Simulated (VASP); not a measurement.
# AlGaN2 (P-4m2) in VASP: further runs

The runs below take AlGaN2 through single point, with LDA.

Everything below comes from runs of VASP 6.6.1. Logs are shortened: lines on timing, memory, paths and dates and some standing lists are left out, and cuts for length are marked.

**1. The cell of the first run**

The structure is tetragonal, space group P-4m2 (No. 115). The conventional cell has a = 2.990 Å, b = 2.990 Å, c = 4.189 Å, α = 90.00°, β = 90.00°, γ = 90.00°. Within 2.4 Å of Al (site symmetry -4m2) lie 4 N at 1.80 Å. Ga (site symmetry -4m2) has 4 N at 1.85 Å within 2.5 Å. N (site symmetry 2mm) has 2 Al at 1.80 Å and 2 Ga at 1.85 Å within 2.4 Å.

**2. Single point, LDA (volume scaled by 0.88, then relaxed in part)**

INCAR reads:

```
  PREC = Accurate
  ENCUT = 520
  EDIFF = 1E-6
  ISMEAR = 0
  SIGMA = 0.02
  LREAL = F
  LASPH = T
  NELM = 80
  ALGO = Normal
  ISIF = 2
  LWAVE = F
  LCHARG = T
  LELF = T
  LVHAR = T
  NBANDS = 21
```

KPOINTS reads:

```
Automatic mesh
0
Gamma
  8 8 6
```

POSCAR reads:

```
AlGaN2
1.0
    2.9898896798      0.0000000000      0.0000000000
    0.0000000000      2.9898896798      0.0000000000
    0.0000000000      0.0000000000      4.1886259112
Al Ga N
1 1 2
Direct
    0.5000000000      0.5000000000      0.5000000000
    0.0000000000      0.0000000000      0.0000000000
    0.5000000000      0.0000000000      0.7393661506
    0.0000000000      0.5000000000      0.2606338494
```

Potentials or basis: VASP PAW LDA potentials, release 64 (Al, Ga_d, N).

Started as:

```bash
$ cat potpaw_LDA.64/Al/POTCAR potpaw_LDA.64/Ga_d/POTCAR potpaw_LDA.64/N/POTCAR > POTCAR
$ mpirun -np 1 vasp_std > vasp.out
```

OUTCAR:

```text
PREC = Accurate
   ENCUT = 520
   EDIFF = 1E-6
   ISMEAR = 0
   LREAL = F
   LASPH = T
   NELM = 80
   ISIF = 2

 ion  position               nearest neighbor table
   1  0.500  0.500  0.500-   3 1.80   4 1.80   3 1.80   4 1.80   2 2.98   2 2.98   2 2.98   2 2.98
                             2 2.98   2 2.98   2 2.98   2 2.98
   2  0.000  0.000  0.000-   3 1.85   4 1.85   4 1.85   3 1.85   1 2.98   1 2.98   1 2.98   1 2.98
                             1 2.98   1 2.98   1 2.98   1 2.98
   3  0.500  0.000  0.739-   1 1.80   1 1.80   2 1.85   2 1.85
   4  0.000  0.500  0.261-   1 1.80   1 1.80   2 1.85   2 1.85

  LATTYP: Found a simple tetragonal cell.
 ALAT       =     2.9898896798
 C/A-ratio  =     1.4009299204

  Lattice vectors:

 A1 = (   2.9898896798,   0.0000000000,   0.0000000000)
 A2 = (   0.0000000000,   2.9898896798,   0.0000000000)
 A3 = (   0.0000000000,   0.0000000000,   4.1886259112)

Analysis of symmetry for initial positions (statically):
=====================================================================
 Subroutine PRICEL returns:
 Original cell was already a primitive cell.

 Routine SETGRP: Setting up the symmetry group for a
 simple tetragonal supercell.

 Subroutine GETGRP returns: Found  8 space group operations
 (whereof  8 operations were pure point group operations)
 out of a pool of 16 trial point group operations.

The static configuration has the point symmetry D_2d.

Analysis of symmetry for dynamics (positions and initial velocities):
=====================================================================
 Subroutine PRICEL returns:
 Original cell was already a primitive cell.

 Routine SETGRP: Setting up the symmetry group for a
 simple tetragonal supercell.

 Subroutine GETGRP returns: Found  8 space group operations
 (whereof  8 operations were pure point group operations)
 out of a pool of 16 trial point group operations.

The dynamic configuration has the point symmetry D_2d.

 Subroutine INISYM returns: Found  8 space group operations
 (whereof  8 operations are pure point group operations),
 and found     1 'primitive' translations

----------------------------------------------------------------------------------------

                                     Primitive cell

  volume of cell :      37.4440

  direct lattice vectors                    reciprocal lattice vectors
     2.989889680  0.000000000  0.000000000     0.334460501  0.000000000  0.000000000
     0.000000000  2.989889680  0.000000000     0.000000000  0.334460501  0.000000000
     0.000000000  0.000000000  4.188625911     0.000000000  0.000000000  0.238741779

  length of vectors
     2.989889680  2.989889680  4.188625911     0.334460501  0.334460501  0.238741779

  position of ions in fractional coordinates (direct lattice)
     0.500000000  0.500000000  0.500000000
     0.000000000  0.000000000  0.000000000
     0.500000000  0.000000000  0.739366151
     0.000000000  0.500000000  0.260633849

  ion indices of the primitive-cell ions
   primitive index   ion index
                 1           1
                 2           2
                 3           3
                 4           4

----------------------------------------------------------------------------------------

 KPOINTS: Automatic mesh

Automatic generation of k-mesh.
 Grid dimensions read from file:
 generate k-points for:    8    8    6

 Generating k-lattice:

  Cartesian coordinates                     Fractional coordinates (reciprocal lattice)
     0.041807563  0.000000000  0.000000000     0.125000000  0.000000000  0.000000000
     0.000000000  0.041807563  0.000000000     0.000000000  0.125000000  0.000000000
     0.000000000  0.000000000  0.039790296     0.000000000  0.000000000  0.166666667

  Length of vectors
     0.041807563  0.041807563  0.039790296

  Shift w.r.t. Gamma in fractional coordinates (k-lattice)
     0.000000000  0.000000000  0.000000000

 Subroutine IBZKPT returns following result:
 ===========================================

 Found     60 irreducible k-points:

 Following reciprocal coordinates:
            Coordinates               Weight
  0.000000  0.000000  0.000000      1.000000
  0.125000  0.000000  0.000000      4.000000
  0.250000  0.000000  0.000000      4.000000
  0.375000  0.000000  0.000000      4.000000
  0.500000  0.000000  0.000000      2.000000
  0.125000  0.125000  0.000000      4.000000
[... 16 lines left out ...]
  0.375000  0.125000  0.166667     16.000000
  0.500000  0.125000  0.166667      8.000000
 [... further k-points ...]
   k-points           NKPTS =     60   k-points in BZ     NKDIM =     60   number of bands    NBANDS=     21
   number of dos      NEDOS =    301   number of ions     NIONS =      4
   total plane-waves  NPLWV =  18432
   dimension x,y,z NGX =    24 NGY =   24 NGZ =   32
   dimension x,y,z NGXF=    48 NGYF=   48 NGZF=   64
   ions per type =               1   1   2
   NGX,Y,Z   is equivalent  to a cutoff of  13.34, 13.34, 12.70 a.u.
   NGXF,Y,Z  is equivalent  to a cutoff of  26.69, 26.69, 25.40 a.u.
 SYSTEM =  unknown system
   PREC   = accura    normal or accurate (medium, high low for compatibility)
   ISTART =      0    job   : 0-new  1-cont  2-samecut
   ICHARG =      2    charge: 1-file 2-atom 10-const
   ISPIN  =      1    spin polarized calculation?
   LNONCOLLINEAR =      F non collinear calculations
   LSORBIT =      F    spin-orbit coupling
   LASPH  =      T    aspherical Exc in radial PAW
   ENCUT  =  520.0 eV  38.22 Ry    6.18 a.u.   5.56  5.56  7.79*2*pi/ulx,y,z
   NELM   =     80;   NELMIN=  2; NELMDL= -5     # of ELM steps
   EDIFF  = 0.1E-05   stopping-criterion for ELM
   LREAL  =      F    real-space projection
   EDIFFG = 0.1E-04   stopping-criterion for IOM
   NSW    =      0    number of steps for IOM
   IBRION =     -1    ionic relax: 0-MD 1-quasi-New 2-CG
   NFREE  =      0    steps in history (QN), initial steepest desc. (CG)
   ISIF   =      2    stress and relaxation
   ISYM   =      2    0-nonsym 1-usesym 2-fastsym
   POTIM  = 0.5000    time-step for ionic-motion
   TEBEG  =    0.0;   TEEND  =   0.0 temperature during run
   PSTRESS=    0.0 pullay stress
   NELECT =      26.0000    total number of electrons
   NUPDOWN=      -1.0000    fix difference up-down
   EMIN   =  10.00;   EMAX   =-10.00  energy-range for DOS
   EFERMI =   0.00;   METHOD = LEGACY
   ISMEAR =     0;   SIGMA  =   0.02  broadening in eV -4-tet -1-fermi 0-gaus
   EFERMI_NEDOS =   21; number of points for ismear=-14 and -15
   IALGO  =     38    algorithm
   IMIX   =      4    mixing-type and parameters
     AMIX     =   0.40;   BMIX     =  1.00
     AMIX_MAG =   1.60;   BMIX_MAG =  1.00
  volume/ion in A,a.u.               =       9.36        63.17
  Fermi-wavevector in a.u.,A,eV,Ry     =   1.449679  2.739497 28.593602  2.101570
  Thomas-Fermi vector in A             =   2.567378
   LORBIT       =      0    0 simple, 1 ext, 2 COOP (PROOUT), +10 PAW based schemes
   GGA     = CA    functional components
   LHFCALC =     F    Hartree Fock is set to
   AEXX    =    0.0000 exact exchange contribution
   IVDW    =     0    specifies the selected vdW correction
   LEPSILON=     F    determine dielectric tensor
   LRPA    =     F    only Hartree local field effects (RPA)
 non-spin polarized calculation
 Gauss-broadening in eV      SIGMA  =   0.02
  energy-cutoff  :      520.00
  volume of cell :       37.44
 maximum number of plane-waves:      1031
 NGX is ok and might be reduce to    24
   NGX = 11   NGY = 11   NGZ = 15

 number of electron      25.9999992 magnetization

 Free energy of the ion-electron system (eV)
  ---------------------------------------------------
  ext. energy  EPLUGINS =         0.00000000
  ---------------------------------------------------
  free energy    TOTEN  =       -29.78569572 eV

  energy without entropy =      -29.78569572  energy(sigma->0) =      -29.78569572

 E-fermi :   7.1786     XC(G=0): -12.4898

 val. band max:        7.0939983340   @ k =   0.0000   0.0000   0.0000
 cond. band min:      10.3833648350   @ k =   0.5000   0.5000   0.0000
 fundamental gap:      3.2893665009
 Fermi energy:         7.1785847618

 k-point     1 :       0.0000    0.0000    0.0000
  band No.  band energies     occupation
      1      -9.4851      2.00000
      2      -7.4715      2.00000
      3      -6.0620      2.00000
      4      -6.0620      2.00000
      5      -6.0166      2.00000
      6      -5.7329      2.00000
[... 13 lines left out ...]
     20      21.4290      0.00000
     21      23.5396      0.00000

 k-point     2 :       0.1250    0.0000    0.0000
  band No.  band energies     occupation
      1      -9.3185      2.00000
      2      -7.4709      2.00000
      3      -6.0908      2.00000
      4      -6.0576      2.00000
      5      -5.9767      2.00000
      6      -5.7514      2.00000
[... 13 lines left out ...]
     20      21.2059      0.00000
     21      22.9311      0.00000

 k-point     3 :       0.2500    0.0000    0.0000
  band No.  band energies     occupation
      1      -8.8623      2.00000
      2      -7.4902      2.00000
      3      -6.0978      2.00000
      4      -6.0469      2.00000
      5      -5.8742      2.00000
      6      -5.7954      2.00000
[... 13 lines left out ...]
     20      20.6013      0.00000
     21      21.6369      0.00000

 k-point     4 :       0.3750    0.0000    0.0000
  band No.  band energies     occupation
      1      -8.2738      2.00000
      2      -7.5750      2.00000
      3      -6.0359      2.00000
      4      -6.0356      2.00000
      5      -5.8389      2.00000
      6      -5.6521      2.00000
[... 13 lines left out ...]
     20      19.9905      0.00000
     21      20.6360      0.00000

 k-point     5 :       0.5000    0.0000    0.0000
  band No.  band energies     occupation
      1      -7.8455      2.00000
      2      -7.7672      2.00000
      3      -6.0312      2.00000
      4      -5.9935      2.00000
      5      -5.8568      2.00000
      6      -5.2418      2.00000
[... 13 lines left out ...]
     20      19.9249      0.00000
     21      20.1602      0.00000

 k-point     6 :       0.1250    0.1250    0.0000
  band No.  band energies     occupation
      1      -9.1562      2.00000
      2      -7.4659      2.00000
      3      -6.0844      2.00000
      4      -6.0728      2.00000
      5      -5.9463      2.00000
      6      -5.7699      2.00000
[... 13 lines left out ...]
     20      20.9587      0.00000
     21      21.6649      0.00000

 k-point     7 :       0.2500    0.1250    0.0000
  band No.  band energies     occupation
      1      -8.7161      2.00000
      2      -7.4730      2.00000
      3      -6.0830      2.00000
      4      -6.0459      2.00000
      5      -5.8703      2.00000
      6      -5.7978      2.00000
[... 13 lines left out ...]
     20      20.3745      0.00000
     21      20.7890      0.00000
[... 291 lines left out ...]
      1      -7.8580      2.00000
      2      -7.7326      2.00000
      3      -6.0338      2.00000
      4      -5.9676      2.00000
      5      -5.8564      2.00000
      6      -5.2340      2.00000
[... 13 lines left out ...]
     20      19.6159      0.00000
     21      19.7477      0.00000

 k-point    21 :       0.1250    0.1250    0.1667
  band No.  band energies     occupation
      1      -9.0200      2.00000
      2      -7.5203      2.00000
      3      -6.0969      2.00000
      4      -6.0567      2.00000
      5      -5.9450      2.00000
      6      -5.7697      2.00000
[... 13 lines left out ...]
     20      20.2277      0.00000
     21      21.9227      0.00000

 k-point    22 :       0.2500    0.1250    0.1667
  band No.  band energies     occupation
      1      -8.6073      2.00000
      2      -7.5111      2.00000
      3      -6.0840      2.00000
      4      -6.0237      2.00000
      5      -5.8688      2.00000
      6      -5.7964      2.00000
[... 13 lines left out ...]
     20      20.3352      0.00000
     21      21.0860      0.00000

 k-point    23 :       0.3750    0.1250    0.1667
  band No.  band energies     occupation
      1      -8.1061      2.00000
      2      -7.5551      2.00000
      3      -6.0514      2.00000
      4      -5.9628      2.00000
      5      -5.8781      2.00000
      6      -5.5699      2.00000
[... 13 lines left out ...]
     20      20.2948      0.00000
     21      20.5640      0.00000

 k-point    24 :       0.5000    0.1250    0.1667
  band No.  band energies     occupation
      1      -7.7963      2.00000
      2      -7.6651      2.00000
      3      -6.0406      2.00000
      4      -5.9305      2.00000
      5      -5.8982      2.00000
      6      -5.1558      2.00000
[... 13 lines left out ...]
     20      20.2897      0.00000
     21      20.3219      0.00000

 [... further k-points ...]

------------------------ aborting loop because EDIFF is reached ----------------------------------------

  FORCE on cell =-STRESS in cart. coord.  units (eV):
  Direction    XX          YY          ZZ          XY          YZ          ZX
  --------------------------------------------------------------------------------------
  -------------------------------------------------------------------------------------
  Total        8.3520118      8.3520118      8.3445966      0.0000000      0.0000000      0.0000000
  in kB      357.3713866    357.3713866    357.0541027      0.0000000      0.0000000      0.0000000
  external PRESSURE =     357.2656253 kB  Pullay stress =       0.0000000 kB

 VOLUME and BASIS-vectors are now :
 -----------------------------------------------------------------------------
  energy-cutoff  :      520.00
  volume of cell :       37.44
      direct lattice vectors                 reciprocal lattice vectors
     2.989889680  0.000000000  0.000000000     0.334460501  0.000000000  0.000000000
     0.000000000  2.989889680  0.000000000     0.000000000  0.334460501  0.000000000
     0.000000000  0.000000000  4.188625911     0.000000000  0.000000000  0.238741779

 POSITION                                       TOTAL-FORCE (eV/Angst)
 -----------------------------------------------------------------------------------
      1.49494      1.49494      2.09431         0.000000      0.000000      0.000000
      0.00000      0.00000      0.00000        -0.000000     -0.000000      0.000000
      1.49494      0.00000      3.09693         0.000000     -0.000000     -0.025801
      0.00000      1.49494      1.09170         0.000000     -0.000000      0.025801
 -----------------------------------------------------------------------------------
    total drift:                                0.000000      0.000000      0.000000

  FREE ENERGIE OF THE ION-ELECTRON SYSTEM (eV)
  ---------------------------------------------------
  free  energy   TOTEN  =       -29.7856957218 eV

  energy  without entropy=      -29.7856957218  energy(sigma->0) =      -29.78569572
```

Wall time 20 s (1 thread of AMD EPYC 9R45 (Zen 5), shared host); peak memory 0.14 GiB.

Results:

| Item | Value |
| --- | --- |
| Free energy | -29.7857 eV |
| Pressure | 35.7 GPa |
| Largest force | 0.026 eV/Å |
| Band gap on the k mesh | 3.29 eV, indirect (least direct gap 3.61 eV) |

Forces in eV/Å, atoms in the order of the input:
```
Al   0.000  0.000  0.000
Ga   0.000  0.000  0.000
N    0.000  0.000 -0.026
N    0.000  0.000  0.026
```

 A k mesh can miss the band edges.

(Continued in part 2 of 2.)
